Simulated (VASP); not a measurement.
Wanted: the native input for a VASP 6.6.1 run.

```yaml
Task: relaxation of cell and atoms
Functional: PBE
Potentials_or_basis: VASP PAW PBE potentials, release 64 (Li_sv, Sm_3), 4f in core
Cutoff: 750 eV
k_mesh: 12 × 12 × 14
Occupations: gaussian, width 0.1 eV
Spin: no spin polarisation
Dipole_correction: no
Mended: yes
Further_INCAR_settings: ALGO = Normal; EDIFF = 1e-07; IBRION = 2; EDIFFG = -0.01; NSW = 100; ISIF = 3
```

The structure of Li2Sm lies in POSCAR:

```
Li2Sm
1.0
    5.1237645780      0.0000000000      0.0000000000
   -2.5618822890      4.4373102875      0.0000000000
    0.0000000000      0.0000000000      3.2652529703
Li Sm
2 1
Direct
    0.3333333333      0.6666666667      0.5000000000
    0.6666666667      0.3333333333      0.5000000000
    0.0000000000      0.0000000000      0.0000000000
```

The cell was built from a structure type or drawn by symmetry, and may not be a known phase.

One way to write it, as run:

INCAR

```
PREC     = Accurate       # precision mode
ENCUT    = 750            # plane-wave cutoff, eV
EDIFF    = 1E-7           # SCF threshold, eV
ISMEAR   = 0              # smearing method
SIGMA    = 0.1            # smearing width, eV
LREAL    = False          # projectors in reciprocal space
LASPH    = True           # aspherical terms in the spheres
NELM     = 200            # most SCF steps
ALGO     = Normal         # electronic algorithm
ISIF     = 3              # what is computed and relaxed
LWAVE    = False          # write WAVECAR
LCHARG   = False          # write CHGCAR
GGA      = PE             # functional
IBRION   = 2              # ionic algorithm
NSW      = 100            # ionic steps
EDIFFG   = -0.01          # ionic threshold
GGA_COMPAT= False        
NELMIN   = 4            
LMAXMIX  = 6              # l up to which the mixer works
```

KPOINTS

```
regular mesh
0
Gamma
  12 12 14
```

Potentials or basis: VASP PAW PBE potentials, release 64 (Li_sv, Sm_3), 4f in core.

The run is started by

```console
$ cat potpaw_PBE.64/Li_sv/POTCAR potpaw_PBE.64/Sm_3/POTCAR > POTCAR
$ mpirun -np 1 vasp_std > vasp.out
```

Results of the run:

The relaxed volume is 24.76 Å³/atom, the relaxed cell is a = 5.124 Å, b = 5.124 Å, c = 3.267 Å, α = 90.00°, β = 90.00°, γ = 120.00° and the space group after relaxing (to 0.1 Å) is P6/mmm (No. 191). The energy gained by relaxing is 0.0 meV/atom, the ionic steps are 2 and the pressure after relaxing is 0.0 GPa. The band gap on the k mesh is zero (an odd number of electrons rules out a gap without spin polarisation).

Caveat: spin-orbit coupling is left out, which moves the levels of the heavy elements; the 4f electrons are frozen in the core, so they carry no moment and show no levels.

It took 5 min on 1 thread of AMD EPYC 7R43 64-Core Processor (Zen 3) (shared host), peak memory 0.4 GiB.
